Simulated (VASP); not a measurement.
Wanted: the native input for a VASP 6.6.1 run.

| Item | Value |
| --- | --- |
| Task | single point |
| Functional | PBEsol |
| Potentials or basis | VASP PAW PBE potentials, release 64 (Ru_pv) |
| Cutoff | 520 eV |
| k mesh | 14 × 14 × 8 |
| Occupations | fermi-dirac, width 0.03 eV |
| Spin | no spin polarisation |
| Dipole correction | no |
| Further INCAR settings | ALGO = Normal; EDIFF = 1e-06; NBANDS = 21 |

The structure of Ru lies in POSCAR:

```
Ru
1.0
    2.6516833475      0.0000000000      0.0000000000
   -1.3258416738      2.2964251418      0.0000000000
    0.0000000000      0.0000000000      4.2819000000
Ru
2
Direct
    0.3333333333      0.6666666667      0.2500000000
    0.6666666667      0.3333333333      0.7500000000
```

This cell differs from its parent crystal: equal xx and yy strain of -2 %.

These files were run (other wordings do the same):

INCAR

```
SYSTEM = Ru
PREC = Accurate
ENCUT = 520
EDIFF = 1E-6
ISMEAR = -1
SIGMA = 0.03
LREAL = .False.
LASPH = .True.
NELM = 100
ALGO = Normal
ISIF = 2
LWAVE = .False.
LCHARG = .True.
GGA = PS
LELF = .True.
LVHAR = .True.
NBANDS = 21
```

KPOINTS

```
Automatic mesh
0
Gamma
  14 14 8
  0 0 0
```

Potentials or basis: VASP PAW PBE potentials, release 64 (Ru_pv).

Run with:

```sh
$ cat potpaw_PBE.64/Ru_pv/POTCAR > POTCAR
$ mpirun -np 1 vasp_std > vasp.out
```

It gave:

```yaml
Pressure: 7.8 GPa
Band_gap_on_the_k_mesh: zero (band 14 reaches 15.29 eV, above the bottom of band 15 at 11.89 eV)
```

Caveat: the cell differs from its parent crystal (equal xx and yy strain of -2 %); the PAW data sets were made with another functional, which shifts forces and pressure a little.

Wall time 57 s on 1 thread of AMD EPYC 7R13, with other jobs on the host, peak memory 0.14 GiB.
